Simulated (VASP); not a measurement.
Wanted: the native input for a VASP 6.6.1 run.

- Task: single point
- Functional: LDA
- Potentials or basis: VASP PAW LDA potentials, release 64 (Cd)
- Cutoff: 520 eV
- k mesh: 16 × 16 × 9
- Occupations: fermi-dirac, width 0.1 eV
- Spin: no spin polarisation
- Dipole correction: no
- k mesh for the DOS: 24 × 24 × 14
- Occupations for the DOS: tetrahedron
- Further INCAR settings: ALGO = Normal; EDIFF = 1e-06; NBANDS = 19

Cd:

```
CELL_PARAMETERS angstrom
2.34126 0.00000 0.00000
-1.17063 2.02759 0.00000
0.00000 0.00000 3.77221
ATOMIC_POSITIONS crystal
Cd 0.33333 0.66667 0.25000
Cd 0.66667 0.33333 0.75000
```

One way to write it, as run:

POSCAR

```
Cd
1.0
    2.3412573242      0.0000000000      0.0000000000
   -1.1706286621      2.0275883196      0.0000000000
    0.0000000000      0.0000000000      3.7722062555
Cd
2
Direct
    0.3333333333      0.6666666667      0.2500000000
    0.6666666667      0.3333333333      0.7500000000
```

INCAR.step1

```
SYSTEM = Cd
PREC = Accurate
ENCUT = 520
EDIFF = 1E-6
ISMEAR = -1
SIGMA = 0.1
LREAL = .False.
LASPH = .True.
NELM = 80
ALGO = Normal
ISIF = 2
LWAVE = .False.
LCHARG = .True.
GGA = CA
NBANDS = 19
```

KPOINTS.step1

```
regular mesh
0
Gamma
  16 16 9
  0 0 0
```

INCAR.step2

```
SYSTEM = Cd
PREC = Accurate
ENCUT = 520
EDIFF = 1E-6
ISMEAR = -5
SIGMA = 0.1
LREAL = .False.
LASPH = .True.
NELM = 80
ALGO = Normal
ISIF = 2
LWAVE = .False.
LCHARG = .False.
GGA = CA
LORBIT = 11
NBANDS = 19
NEDOS = 2001
ICHARG = 11
```

KPOINTS.step2

```
regular mesh
0
Gamma
  24 24 14
  0 0 0
```

Potentials or basis: VASP PAW LDA potentials, release 64 (Cd).

Run with:

```console
$ cat potpaw_LDA.64/Cd/POTCAR > POTCAR
$ cp INCAR.step1 INCAR
$ cp KPOINTS.step1 KPOINTS
$ mpirun -np 1 vasp_std > vasp.out
$ cp INCAR.step2 INCAR
$ cp KPOINTS.step2 KPOINTS
$ mpirun -np 1 vasp_std > vasp.out
```

It took 44 s on 1 thread of Intel(R) Xeon(R) 6975P-C (Granite Rapids) (shared host), peak memory 0.25 GiB.
